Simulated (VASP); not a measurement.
Runs of VASP 6.6.1 on SbMo. The structure is that of space group P6_3/mmc (No. 194), or close to it. The cells are those of the table. 

| level | potentials or basis | cell | gap on the mesh (eV) | pressure (GPa) |
| --- | --- | --- | --- | --- |
| PBE | VASP PAW PBE potentials, release 64 (Mo_sv, Sb) | a = 4.396, b = 4.396, c = 5.266 Å, angles 90.0, 90.0, 120.0°, 4 atoms | none | -2.4 |
| PBE | VASP PAW PBE potentials, release 64 (Mo_sv, Sb) | a = 4.256, b = 4.256, c = 5.205 Å, angles 90.0, 90.0, 120.0°, 4 atoms | none | 8.3 |
| PBE | VASP PAW PBE potentials, release 64 (Mo_sv, Sb) | a = 4.321, b = 4.321, c = 5.236 Å, angles 90.0, 90.0, 120.0°, 4 atoms | none | (b) |
| PBE | VASP PAW PBE potentials, release 64 (Mo_sv, Sb) | a = 4.540, b = 4.540, c = 5.324 Å, angles 90.0, 90.0, 120.0°, 4 atoms | none | -9.7 |
| LDA | VASP PAW LDA potentials, release 64 (Mo_sv, Sb) | a = 4.358, b = 4.358, c = 5.253 Å, angles 90.0, 90.0, 120.0°, 4 atoms | none | (a) |
| PBE | VASP PAW PBE potentials, release 64 (Mo_sv, Sb) | a = 4.432, b = 4.432, c = 5.282 Å, angles 90.0, 90.0, 120.0°, 4 atoms | none | -4.5 |
| PBEsol | VASP PAW PBE potentials, release 64 (Mo_sv, Sb) | a = 4.358, b = 4.358, c = 5.253 Å, angles 90.0, 90.0, 120.0°, 4 atoms | none | (c) |
| PBE | VASP PAW PBE potentials, release 64 (Mo_sv, Sb) | a = 4.486, b = 4.486, c = 5.304 Å, angles 90.0, 90.0, 120.0°, 4 atoms | none | -7.4 |
| PBE | VASP PAW PBE potentials, release 64 (Mo_sv, Sb) | a = 4.284, b = 4.284, c = 5.219 Å, angles 90.0, 90.0, 120.0°, 4 atoms | none | 5.8 |

Alike in all rows: task single point; no spin polarisation; k mesh 10 × 10 × 6; cutoff (eV) 520; smearing gaussian 0.05 eV.

Question: Estimate the missing entries.

Answer: (a) -6.9; (b) 2.8; (c) -4.6.

Caveats: spin-orbit coupling is left out, which moves the levels of the heavy elements; the PAW data sets were made with another functional, which shifts forces and pressure a little (some runs).

A k mesh can miss the band edges, and the runs leave out spin-orbit coupling on Mo, Sb.

A gap of «none» marks levels without a gap at the run's occupations.
